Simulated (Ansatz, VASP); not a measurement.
Cu: VASP beside Ansatz

File INCAR:

```
SYSTEM = Cu
ALGO = Normal
EDIFF = 1E-6
ENCUT = 520
ISIF = 2
ISMEAR = -1
LASPH = .TRUE.
LCHARG = .FALSE.
LREAL = .FALSE.
LWAVE = .FALSE.
NBANDS = 30
NELM = 100
PREC = Accurate
SIGMA = 0.05
```

KPOINTS

```
k-points
0
G
  12 12 4
  0 0 0
```

Contents of POSCAR:

```
Cu
1.0
    2.4965603200      0.0000000000      0.0000000000
   -1.2482801600      2.1620846592      0.0000000000
    0.0000000000      0.0000000000      8.1501552425
Cu
4
Direct
    0.6666666667      0.3333333333      0.7500000000
    0.0000000000      0.0000000000      0.5000000000
    0.3333333333      0.6666666667      0.2500000000
    0.0000000000      0.0000000000      0.0000000000
```

File input.yaml:

```yaml
crystal:
  lattice:
    - [2.49656032, 0.0, 0.0]
    - [-1.24828016, 2.1620846592, 0.0]
    - [0.0, 0.0, 8.1501552425]
  atoms:
    - { symbol: Cu, position: [0.6666666667, 0.3333333333, 0.75] }
    - { symbol: Cu, position: [0.0, 0.0, 0.5] }
    - { symbol: Cu, position: [0.3333333333, 0.6666666667, 0.25] }
    - { symbol: Cu, position: [0.0, 0.0, 0.0] }
kpoints:
  mp_grid: { grid: [12, 12, 4] }
scf:
  occupations: { method: fermi_dirac, width: 0.05 }
hamiltonian:
  xc: lda
  pseudopotentials: { kind: all_electron, lapw: { basis_error: 0.002 } }
output:
  forces: true
  stress: true
  eigenvalues: true
```

Change from the starting cell: volume scaled by 0.96.

Alike in both runs: task single point; functional LDA; k mesh 12 × 12 × 4; occupations fermi-dirac, width 0.05 eV; no spin polarisation.

|  | VASP | Ansatz |
| --- | --- | --- |
| version | VASP 6.6.1 | Ansatz 0.2.0 |
| potentials or method | VASP PAW LDA potentials, release 64 (Cu), cutoff 520 eV | all-electron LAPW, scalar-relativistic |

|  | VASP | Ansatz | Ansatz less VASP |
| --- | --- | --- | --- |
| gap on the k mesh at the Fermi level (eV) | none | none | - |
| pressure (GPa) | -0.2 | -1.7 | -1.57 |
| traceless stress, the component that is largest in VASP (GPa) | -0.36 | -0.33 | +0.035 |

LDA's correlation is that of Perdew and Zunger in VASP and of Perdew and Wang (1992) in Ansatz. A gap of «none» marks a metal or a gap that the smearing closes. Ansatz ran all-electron here, and VASP with PAW potentials.
